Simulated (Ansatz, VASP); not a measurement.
**Two plane-wave programs on Al**

```xyz
2
Lattice="0.0000 -2.0240 -2.0240 -2.0240 0.0000 -2.0240 2.0240 2.0240 -4.0480" Properties=species:S:1:pos:R:3 pbc="T T T"
Al    0.0866    0.0866   -4.1346
Al   -0.0866   -0.0866    0.0866
```

Change from the starting cell: mode 6 (315.7 1/cm) frozen in, largest displacement -0.150 Å.

Alike in both runs: task single point; functional PBE; k mesh 18 × 18 × 20; occupations gaussian, width 0.15 eV; no spin polarisation.

|  | VASP | Ansatz |
| --- | --- | --- |
| version | VASP 6.6.1 | Ansatz 0.2.0 |
| potentials or method | VASP PAW PBE potentials, release 64 (Al), cutoff 520 eV | scalar-relativistic, plane waves, PAW |
| valence electrons in the cell | 6 | 6 |

Ansatz gave:

```
gap on the k mesh at the Fermi level (eV)                     : none
pressure (GPa)                                                : 3.2
traceless stress, the component that is largest in VASP (GPa) : 0.87
rms of the force components (eV/Å)                            : 0.931
```

Which values does VASP return?

gap on the k mesh at the Fermi level (eV): none; pressure (GPa): 3.1; traceless stress, the component that is largest in VASP (GPa): 0.87; rms of the force components (eV/Å): 0.932.

Atom by atom the forces differ by 0.001 eV/Å (rms over components). A gap of «none» marks a metal or a gap that the smearing closes.
